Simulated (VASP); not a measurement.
Crystal: MgF2.

```
Mg F
1.0
     4.62202    0.00000    0.00000
     0.00000    4.62202    0.00000
     0.00000    0.00000    3.04611
Mg F
2 4
Direct
  0.00000 0.00000 0.00000
  0.50000 0.50000 0.50000
  0.30295 0.30295 0.00000
  0.19705 0.80295 0.50000
  0.69705 0.69705 0.00000
  0.80295 0.19705 0.50000
```

Base run:

- Program: VASP 6.6.1
- Functional: r2SCAN
- Potentials or basis: VASP PAW PBE potentials, release 64 (Mg, F)
- Cutoff: 660 eV
- k mesh: 6 × 6 × 8
- Occupations: gaussian, width 0.01 eV
- Spin: no spin polarisation

Its results: band gap on the k mesh 8.03 eV; pressure -1.5 GPa; largest force 0.007 eV/Å.

Problem. The run is repeated on the same cell with these changes: functional from r2SCAN to PBE; cutoff from 660 eV to 600 eV. What comes out?

Solution. Band gap on the k mesh 7.12 eV; pressure 3.9 GPa; largest force 0.026 eV/Å.

Caveats: the PAW data sets were made with another functional, which shifts forces and pressure a little (at least some runs); the cell stands under pressure (at least some runs).

A k mesh can miss the band edges.
